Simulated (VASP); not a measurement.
Runs of VASP 6.6.1 on Pt. The structure is that of space group Im-3m (No. 229), or close to it. The cells are those of the table. 

```tsv
cell	gap on the mesh (eV)	pressure (GPa)
a = 2.594, b = 2.594, c = 3.019 Å, angles 54.4, 54.4, 71.2°, 1 atom	none	42.3
a = 2.565, b = 2.565, c = 2.985 Å, angles 54.4, 54.4, 71.2°, 1 atom	none	(a)
a = 2.780, b = 2.780, c = 3.169 Å, angles 55.3, 55.3, 69.5°, 1 atom	none	-22.6
a = 2.780, b = 2.780, c = 3.235 Å, angles 54.4, 54.4, 71.2°, 1 atom	none	-22.5
a = 2.677, b = 2.677, c = 3.052 Å, angles 55.3, 55.3, 69.5°, 1 atom	none	4.1
a = 2.755, b = 2.755, c = 3.141 Å, angles 55.3, 55.3, 69.5°, 1 atom	none	(b)
a = 2.730, b = 2.730, c = 3.112 Å, angles 55.3, 55.3, 69.5°, 1 atom	none	(c)
a = 2.623, b = 2.623, c = 2.989 Å, angles 55.3, 55.3, 69.5°, 1 atom	none	27.1
a = 2.594, b = 2.594, c = 2.957 Å, angles 55.3, 55.3, 69.5°, 1 atom	none	42.3
a = 2.622, b = 2.622, c = 3.052 Å, angles 54.4, 54.4, 71.2°, 1 atom	none	27.2
a = 2.566, b = 2.566, c = 2.924 Å, angles 55.3, 55.3, 69.5°, 1 atom	none	60.3
a = 2.755, b = 2.755, c = 3.206 Å, angles 54.4, 54.4, 71.2°, 1 atom	none	-17.6
```

Alike in all rows: task single point; level LDA; potentials or basis VASP PAW LDA potentials, release 64 (Pt); no spin polarisation; k mesh 22 × 22 × 22; cutoff (eV) 520; smearing gaussian 0.15 eV.

**Question.** Fill in the values left out.

**Answer.** (a) 60.4; (b) -17.7; (c) -11.7.

Caveats: spin-orbit coupling is left out, which moves the levels of the heavy elements.

A k mesh can miss the band edges, and the runs leave out spin-orbit coupling on Pt.

A gap of «none» marks levels without a gap at the run's occupations.
